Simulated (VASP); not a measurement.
Input of a VASP 6.6.1 run:

Contents of INCAR:

```
PREC = Accurate ; ENCUT = 520
EDIFF = 1E-6 ; ISMEAR = 0
SIGMA = 0.15 ; LREAL = F
LASPH = T ; NELM = 150
ALGO = Fast ; ISIF = 2
LWAVE = F ; LCHARG = F
ISPIN = 2 ; MAGMOM = 0 0.28 0.28 0.28
LORBIT = 11 ; LMAXMIX = 4
GGA = PS ; NBANDS = 28
```

KPOINTS

```
Automatic mesh
0
Gamma
  14 14 14
```

The input POSCAR:

```
AlNi3
1.0
    3.5190868455      0.0000000000      0.0000000000
    0.0000000000      3.5190868455      0.0000000000
    0.0000000000      0.0000000000      3.5190868455
Al Ni
1 3
Direct
    0.0000000000      0.0000000000      0.0000000000
    0.0000000000      0.5000000000      0.5000000000
    0.5000000000      0.0000000000      0.5000000000
    0.5000000000      0.5000000000      0.0000000000
```

Potentials or basis: VASP PAW PBE potentials, release 64 (Al, Ni).

Run with:

```bash
$ cat potpaw_PBE.64/Al/POTCAR potpaw_PBE.64/Ni/POTCAR > POTCAR
$ mpirun -np 1 vasp_std > vasp.out
```

Predict the net moment.

0.56 μB per cell.

Predict the pressure.

0.1 GPa.

Caveat: the PAW data sets were made with another functional, which shifts forces and pressure a little.
